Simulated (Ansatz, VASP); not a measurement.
Two plane-wave programs on SiC

The input INCAR:

```
  PREC = Accurate
  ENCUT = 520
  EDIFF = 1E-6
  ISMEAR = 0
  SIGMA = 0.01
  LREAL = F
  LASPH = T
  NELM = 100
  ALGO = Normal
  ISIF = 2
  LWAVE = F
  LCHARG = F
  GGA = PS
  NBANDS = 11
```

Contents of KPOINTS:

```
regular mesh
0
Gamma
  10 10 10
```

The input POSCAR:

```
SiC
1.0
    0.0000000000      2.2015855622      2.2015855622
    2.2015855622      0.0000000000      2.2015855622
    2.2015855622      2.2015855622      0.0000000000
Si C
1 1
Direct
    0.0000000000      0.0000000000      0.0000000000
    0.2500000000      0.2500000000      0.2500000000
```

Input for Ansatz:

```yaml
crystal:
  lattice:
    - [0.0, 2.2015855622, 2.2015855622]
    - [2.2015855622, 0.0, 2.2015855622]
    - [2.2015855622, 2.2015855622, 0.0]
  atoms:
    - { symbol: Si, position: [0.0, 0.0, 0.0] }
    - { symbol: C, position: [0.25, 0.25, 0.25] }
scf:
  occupations: { method: fixed }
output:
  forces: true
  stress: true
  eigenvalues: true
  write_density: true
  write_potential: true
  elf: true
  volumetric_format: npy
hamiltonian:
  xc: pbesol
basis:
  ecutwfc: 560
kpoints:
  mp_grid: { grid: [10, 10, 10] }
```

Alike in both runs: task single point; functional PBEsol; k mesh 10 × 10 × 10; no spin polarisation.

```csv
,VASP,Ansatz
version,VASP 6.6.1,Ansatz 0.2.0
potentials or method,"VASP PAW PBE potentials, release 64 (Si, C), cutoff 520 eV","scalar-relativistic, plane waves, PAW"
occupations,"gaussian, width 0.01 eV",fixed
valence electrons in the cell,8,8
```

|  | VASP | Ansatz | Ansatz less VASP |
| --- | --- | --- | --- |
| gap on the k mesh at the Fermi level (eV) | 1.26 | 1.27 | +0.010 |
| least direct gap on the mesh (eV) | 4.41 | 4.42 | +0.009 |
| pressure (GPa) | -6.3 | -6.6 | -0.34 |

VASP's potentials were made for PBE, not for PBEsol.
